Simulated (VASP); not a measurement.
SiC (Moissanite 6H):

```
Si C
1.0
     3.13573    0.00000    0.00000
    -1.56786    2.71562    0.00000
     0.00000    0.00000   15.36963
Si C
6 6
Direct
  0.66667 0.33333 0.45830
  0.33333 0.66667 0.95830
  0.66667 0.33333 0.79170
  0.33333 0.66667 0.29170
  0.00000 0.00000 0.62500
  0.00000 0.00000 0.12500
  0.66667 0.33333 0.33330
  0.33333 0.66667 0.83330
  0.66667 0.33333 0.66670
  0.33333 0.66667 0.16670
  0.00000 0.00000 0.50000
  0.00000 0.00000 0.00000
```

Program: VASP 6.6.1. Alike in all runs: task single point; potentials or basis VASP PAW PBE potentials, release 64 (Si, C); no spin polarisation; cell as given; k mesh 10 × 10 × 2; cutoff (eV) 520; smearing fermi-dirac 0.05 eV.

**Question.** Order these runs on this cell by their pressure, lowest first.
A. level PBE
B. level RPBE+D3(BJ)
C. level BLYP
D. level PBEsol+D4
E. level PBEsol

**Answer.** B (-24.8 GPa), D (-12.6 GPa), E (-10.5 GPa), A (-7.6 GPa), C (-2.6 GPa).

Caveats: the PAW data sets were made with another functional, which shifts forces and pressure a little (some runs).
